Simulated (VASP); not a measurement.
# Os (Fm-3m) in VASP: a series of runs

The runs below take Os through single point, relaxation of cell and atoms, with LDA.

Everything below comes from runs of VASP 6.6.1. Logs are shortened: lines on timing, memory, paths and dates and some standing lists are left out, and cuts for length are marked.

### 1 The cell of the first run

Symmetry: Fm-3m, No. 225, cubic system. Conventional cell: a = 3.804 Å, b = 3.804 Å, c = 3.804 Å, α = 90.00°, β = 90.00°, γ = 90.00°. Within 3.5 Å of Os (site symmetry m-3m) lie 12 Os at 2.69 Å.

This isn't the form of Os at room conditions, which is hcp.

### 2 Single point, LDA

INCAR reads:

```
SYSTEM = Os
PREC = Accurate
ENCUT = 600
EDIFF = 1E-6
ISMEAR = -1
SIGMA = 0.05
LREAL = .FALSE.
LASPH = .TRUE.
NELM = 120
ALGO = Normal
ISIF = 2
LWAVE = .FALSE.
LCHARG = .TRUE.
LELF = .TRUE.
LVHAR = .TRUE.
NBANDS = 10
GGA_COMPAT = .FALSE.
```

KPOINTS reads:

```
regular mesh
0
G
  10 10 10
  0 0 0
```

POSCAR reads:

```
Os
1.0
    0.0000000000      1.9021139362      1.9021139362
    1.9021139362      0.0000000000      1.9021139362
    1.9021139362      1.9021139362      0.0000000000
Os
1
Direct
    0.0000000000      0.0000000000      0.0000000000
```

Potentials or basis: VASP PAW LDA potentials, release 64 (Os).

Launch:

```console
> cat potpaw_LDA.64/Os/POTCAR > POTCAR
> mpirun -np 1 vasp_std > vasp.out
```

OUTCAR:

```text
SYSTEM = Os
   PREC = Accurate
   ENCUT = 600
   EDIFF = 1E-6
   ISMEAR = -1
   LREAL = .FALSE.
   LASPH = .TRUE.
   NELM = 120
   ISIF = 2

 ion  position               nearest neighbor table
   1  0.000  0.000  0.000-

  LATTYP: Found a face centered cubic cell.
 ALAT       =     3.8042278724

  Lattice vectors:

 A1 = (   0.0000000000,   1.9021139362,   1.9021139362)
 A2 = (   1.9021139362,   0.0000000000,   1.9021139362)
 A3 = (   1.9021139362,   1.9021139362,   0.0000000000)

Analysis of symmetry for initial positions (statically):
=====================================================================
 Subroutine PRICEL returns:
 Original cell was already a primitive cell.

 Routine SETGRP: Setting up the symmetry group for a
 face centered cubic supercell.

 Subroutine GETGRP returns: Found 48 space group operations
 (whereof 48 operations were pure point group operations)
 out of a pool of 48 trial point group operations.

The static configuration has the point symmetry O_h .

Analysis of symmetry for dynamics (positions and initial velocities):
=====================================================================
 Subroutine PRICEL returns:
 Original cell was already a primitive cell.

 Routine SETGRP: Setting up the symmetry group for a
 face centered cubic supercell.

 Subroutine GETGRP returns: Found 48 space group operations
 (whereof 48 operations were pure point group operations)
 out of a pool of 48 trial point group operations.

The dynamic configuration has the point symmetry O_h .

 Subroutine INISYM returns: Found 48 space group operations
 (whereof 48 operations are pure point group operations),
 and found     1 'primitive' translations

----------------------------------------------------------------------------------------

                                     Primitive cell

  volume of cell :      13.7638

  direct lattice vectors                    reciprocal lattice vectors
     0.000000000  1.902113936  1.902113936    -0.262865431  0.262865431  0.262865431
     1.902113936  0.000000000  1.902113936     0.262865431 -0.262865431  0.262865431
     1.902113936  1.902113936  0.000000000     0.262865431  0.262865431 -0.262865431

  length of vectors
     2.689995326  2.689995326  2.689995326     0.455296282  0.455296282  0.455296282

  position of ions in fractional coordinates (direct lattice)
     0.000000000  0.000000000  0.000000000

  ion indices of the primitive-cell ions
   primitive index   ion index
                 1           1

----------------------------------------------------------------------------------------

 KPOINTS: regular mesh

Automatic generation of k-mesh.
 Grid dimensions read from file:
 generate k-points for:   10   10   10

 Generating k-lattice:

  Cartesian coordinates                     Fractional coordinates (reciprocal lattice)
    -0.026286543  0.026286543  0.026286543     0.100000000  0.000000000  0.000000000
     0.026286543 -0.026286543  0.026286543     0.000000000  0.100000000  0.000000000
     0.026286543  0.026286543 -0.026286543     0.000000000  0.000000000  0.100000000

  Length of vectors
     0.045529628  0.045529628  0.045529628

  Shift w.r.t. Gamma in fractional coordinates (k-lattice)
     0.000000000  0.000000000  0.000000000

 Subroutine IBZKPT returns following result:
 ===========================================

 Found     47 irreducible k-points:

 Following reciprocal coordinates:
            Coordinates               Weight
  0.000000  0.000000  0.000000      1.000000
  0.100000  0.000000  0.000000      8.000000
  0.200000  0.000000  0.000000      8.000000
  0.300000  0.000000  0.000000      8.000000
  0.400000  0.000000  0.000000      8.000000
  0.500000  0.000000  0.000000      4.000000
[... 16 lines left out ...]
  0.300000  0.300000  0.000000      6.000000
  0.400000  0.300000  0.000000     24.000000
 [... further k-points ...]
   k-points           NKPTS =     47   k-points in BZ     NKDIM =     47   number of bands    NBANDS=     10
   number of dos      NEDOS =    301   number of ions     NIONS =      1
   total plane-waves  NPLWV =  13824
   dimension x,y,z NGX =    24 NGY =   24 NGZ =   24
   dimension x,y,z NGXF=    48 NGYF=   48 NGZF=   48
   ions per type =               1
   NGX,Y,Z   is equivalent  to a cutoff of  14.83, 14.83, 14.83 a.u.
   NGXF,Y,Z  is equivalent  to a cutoff of  29.66, 29.66, 29.66 a.u.
 SYSTEM =  Os
   PREC   = accura    normal or accurate (medium, high low for compatibility)
   ISTART =      0    job   : 0-new  1-cont  2-samecut
   ICHARG =      2    charge: 1-file 2-atom 10-const
   ISPIN  =      1    spin polarized calculation?
   LNONCOLLINEAR =      F non collinear calculations
   LSORBIT =      F    spin-orbit coupling
   LASPH  =      T    aspherical Exc in radial PAW
   ENCUT  =  600.0 eV  44.10 Ry    6.64 a.u.   5.37  5.37  5.37*2*pi/ulx,y,z
   NELM   =    120;   NELMIN=  2; NELMDL= -5     # of ELM steps
   EDIFF  = 0.1E-05   stopping-criterion for ELM
   LREAL  =      F    real-space projection
   EDIFFG = 0.1E-04   stopping-criterion for IOM
   NSW    =      0    number of steps for IOM
   IBRION =     -1    ionic relax: 0-MD 1-quasi-New 2-CG
   NFREE  =      0    steps in history (QN), initial steepest desc. (CG)
   ISIF   =      2    stress and relaxation
   ISYM   =      2    0-nonsym 1-usesym 2-fastsym
   POTIM  = 0.5000    time-step for ionic-motion
   TEBEG  =    0.0;   TEEND  =   0.0 temperature during run
   PSTRESS=    0.0 pullay stress
   NELECT =       8.0000    total number of electrons
   NUPDOWN=      -1.0000    fix difference up-down
   EMIN   =  10.00;   EMAX   =-10.00  energy-range for DOS
   EFERMI =   0.00;   METHOD = LEGACY
   ISMEAR =    -1;   SIGMA  =   0.05  broadening in eV -4-tet -1-fermi 0-gaus
   EFERMI_NEDOS =   21; number of points for ismear=-14 and -15
   IALGO  =     38    algorithm
   IMIX   =      4    mixing-type and parameters
     AMIX     =   0.40;   BMIX     =  1.00
     AMIX_MAG =   1.60;   BMIX_MAG =  1.00
  volume/ion in A,a.u.               =      13.76        92.88
  Fermi-wavevector in a.u.,A,eV,Ry     =   1.366234  2.581807 25.396557  1.866594
  Thomas-Fermi vector in A             =   2.492392
   LORBIT       =      0    0 simple, 1 ext, 2 COOP (PROOUT), +10 PAW based schemes
   GGA     = CA    functional components
   LHFCALC =     F    Hartree Fock is set to
   AEXX    =    0.0000 exact exchange contribution
   IVDW    =     0    specifies the selected vdW correction
   LEPSILON=     F    determine dielectric tensor
   LRPA    =     F    only Hartree local field effects (RPA)
 non-spin polarized calculation
  energy-cutoff  :      600.00
  volume of cell :       13.76
 maximum number of plane-waves:       474
 NGX is ok and might be reduce to    24
   NGX = 11   NGY = 11   NGZ = 11

 number of electron       8.0000000 magnetization

 Free energy of the ion-electron system (eV)
  ---------------------------------------------------
  ext. energy  EPLUGINS =         0.00000000
  ---------------------------------------------------
  free energy    TOTEN  =       -12.47856297 eV

  energy without entropy =      -12.46674773  energy(sigma->0) =      -12.47265535

 E-fermi :   9.5755     XC(G=0): -14.2693

 val. band max:        9.5671711491   @ k =   0.3000   0.1000   0.0000
 cond. band min:       9.5778276443   @ k =   0.0000   0.0000   0.0000
 fundamental gap:      0.0106564952
 Fermi energy:         9.5754648198

 k-point     1 :       0.0000    0.0000    0.0000
  band No.  band energies     occupation
      1      -1.3757      2.00000
      2       6.4279      2.00000
      3       6.4279      2.00000
      4       6.4279      2.00000
      5       9.5778      0.97638
      6       9.5778      0.97637
      7      23.8254      0.00000
      8      29.7119      0.00000
      9      29.7119      0.00000
     10      29.7119      0.00000

 k-point     2 :       0.1000    0.0000    0.0000
  band No.  band energies     occupation
      1      -0.9058      2.00000
      2       6.1596      2.00000
      3       6.6332      2.00000
      4       6.6332      2.00000
      5       9.4372      1.88150
      6       9.4372      1.88150
      7      24.6834      0.00000
      8      27.8296      0.00000
      9      30.5525      0.00000
     10      30.5525      0.00000

 k-point     3 :       0.2000    0.0000    0.0000
  band No.  band energies     occupation
      1       0.2975      2.00000
      2       5.7444      2.00000
      3       6.9429      2.00000
      4       6.9429      2.00000
      5       9.4324      1.89189
      6       9.4324      1.89189
      7      24.9553      0.00000
      8      26.8977      0.00000
      9      32.8545      0.00000
     10      32.8545      0.00000

 k-point     4 :       0.3000    0.0000    0.0000
  band No.  band energies     occupation
      1       1.4227      2.00000
      2       6.2100      2.00000
      3       6.7765      2.00000
      4       6.7765      2.00000
      5      10.2703      0.00000
      6      10.2703      0.00000
      7      22.6974      0.00000
      8      26.6729      0.00000
      9      34.5636      0.00000
     10      34.5638      0.00000
[... 222 lines left out ...]
 k-point    22 :      -0.2000    0.2000    0.0000
  band No.  band energies     occupation
      1       2.5177      2.00000
      2       5.0215      2.00000
      3       6.3026      2.00000
      4       8.0085      2.00000
      5       8.3780      2.00000
      6      12.3663      0.00000
      7      24.1774      0.00000
      8      28.1611      0.00000
      9      28.8447      0.00000
     10      30.8100      0.00000

 k-point    23 :       0.3000    0.3000    0.0000
  band No.  band energies     occupation
      1       2.2489      2.00000
      2       3.5741      2.00000
      3       7.5733      2.00000
      4       9.6513      0.35992
      5       9.6513      0.35992
      6      11.0836      0.00000
      7      27.2488      0.00000
      8      27.2488      0.00000
      9      28.4905      0.00000
     10      31.7373      0.00000

 k-point    24 :       0.4000    0.3000    0.0000
  band No.  band energies     occupation
      1       2.5052      2.00000
      2       3.3313      2.00000
      3       7.7000      2.00000
      4       9.9110      0.00243
      5      11.7133      0.00000
      6      11.9069      0.00000
      7      23.6356      0.00000
      8      25.8041      0.00000
      9      27.2923      0.00000
     10      31.9498      0.00000

 [... further k-points ...]
[... 5 lines left out ...]
  --------------------------------------------------------------------------------------
  -------------------------------------------------------------------------------------
  Total        0.1128188      0.1128188      0.1128188     -0.0000000      0.0000000      0.0000000
  in kB       13.1326566     13.1326566     13.1326566     -0.0000000      0.0000000      0.0000000
  external PRESSURE =      13.1326566 kB  Pullay stress =       0.0000000 kB

 VOLUME and BASIS-vectors are now :
 -----------------------------------------------------------------------------
  energy-cutoff  :      600.00
  volume of cell :       13.76
      direct lattice vectors                 reciprocal lattice vectors
     0.000000000  1.902113936  1.902113936    -0.262865431  0.262865431  0.262865431
     1.902113936  0.000000000  1.902113936     0.262865431 -0.262865431  0.262865431
     1.902113936  1.902113936  0.000000000     0.262865431  0.262865431 -0.262865431

 POSITION                                       TOTAL-FORCE (eV/Angst)
 -----------------------------------------------------------------------------------
      0.00000      0.00000      0.00000        -0.000000     -0.000000      0.000000
 -----------------------------------------------------------------------------------
    total drift:                               -0.000000      0.000000     -0.000000

  FREE ENERGIE OF THE ION-ELECTRON SYSTEM (eV)
  ---------------------------------------------------
  free  energy   TOTEN  =       -12.4785629748 eV

  energy  without entropy=      -12.4667477327  energy(sigma->0) =      -12.47265535
```

Wall time 3.3 s (1 thread of Intel Xeon 6975P-C (Granite Rapids), shared host); peak memory 0.13 GiB.

What came out:

```
Free energy            : -12.4786 eV
Pressure               : 1.3 GPa
Band gap on the k mesh : zero (bands 4 and 5 overlap by 4.11 eV)
```

Levels at points of the mesh, in eV from the Fermi level:
| k point | band 1 | band 2 | band 3 | band 4 | band 5 | band 6 | band 7 | band 8 |
| --- | --- | --- | --- | --- | --- | --- | --- | --- |
| (0.00, 0.00, 0.00) | -10.95 | -3.15 | -3.15 | -3.15 | 0.00 | 0.00 | 14.25 | 20.14 |
| (0.50, 0.00, 0.00) | -7.88 | -3.30 | -3.30 | -0.16 | 2.48 | 2.48 | 9.20 | 13.80 |
| (0.50, 0.50, 0.00) | -7.79 | -7.10 | 2.45 | 2.46 | 3.18 | 3.18 | 12.40 | 12.40 |

Caveat: spin-orbit coupling is left out, which moves the levels of the heavy elements.

### 3 Relaxation of cell and atoms, LDA

This run uses another cell than the first one, of 13.94 Å³/atom.

INCAR reads:

```
PREC = Accurate ; ENCUT = 600
EDIFF = 1E-7 ; ISMEAR = -1
SIGMA = 0.05 ; LREAL = False
LASPH = True ; NELM = 120
ALGO = Normal ; ISIF = 3
LWAVE = False ; LCHARG = False
GGA = CA ; IBRION = 2
NSW = 80 ; EDIFFG = -0.03
GGA_COMPAT = False ; NELMIN = 4
```

KPOINTS reads:

```
Automatic mesh
0
Gamma
  10 10 10
```

POSCAR reads:

```
Os
1.0
    0.0000000000      1.9100000000      1.9100000000
    1.9100000000      0.0000000000      1.9100000000
    1.9100000000      1.9100000000      0.0000000000
Os
1
Direct
    0.0000000000      0.0000000000      0.0000000000
```

Potentials or basis: VASP PAW LDA potentials, release 64 (Os).

Launch:

```console
> cat potpaw_LDA.64/Os/POTCAR > POTCAR
> mpirun -np 1 vasp_std > vasp.out
```

Wall time 7.2 s (1 thread of Intel Xeon 6975P-C (Granite Rapids), shared host); peak memory 0.14 GiB.

Results (log left out):

```yaml
Free_energy: -12.4788 eV
Relaxed_volume: 13.81 Å³/atom
Relaxed_cell: a = 2.693 Å, b = 2.693 Å, c = 2.693 Å, α = 60.00°, β = 60.00°, γ = 60.00°
Space_group_after_relaxing_to_0.1_Å: Fm-3m (No. 225)
Energy_gained_by_relaxing: 1.7 meV/atom
Ionic_steps: 3
Pressure_after_relaxing: -0.1 GPa
Band_gap_on_the_k_mesh: zero (bands 4 and 5 overlap by 4.09 eV)
```

Step by step:
```
step  energy change (eV)  largest force (eV/Å)  pressure (GPa)  volume (Å³)
   1              0.0000                0.0000           -4.11        13.94
   2              0.0347                0.0000           21.06        13.23
   3             -0.0017                0.0000           -0.09        13.81
```

Final structure:
```
Os
1.0
     0.00000    1.90412    1.90412
     1.90412    0.00000    1.90412
     1.90412    1.90412    0.00000
Os
1
Direct
  0.00000 0.00000 0.00000
```

Levels at points of the mesh, in eV from the Fermi level:
| k point | band 2 | band 3 | band 4 | band 5 | band 6 | band 7 |
| --- | --- | --- | --- | --- | --- | --- |
| (0.00, 0.00, 0.00) | -3.13 | -3.13 | -3.13 | 0.00 | 0.00 | 14.25 |
| (0.50, 0.00, 0.00) | -3.28 | -3.28 | -0.16 | 2.47 | 2.47 | 9.15 |
| (0.50, 0.50, 0.00) | -7.07 | 2.44 | 2.45 | 3.16 | 3.16 | 12.38 |

Caveat: spin-orbit coupling is left out, which moves the levels of the heavy elements.
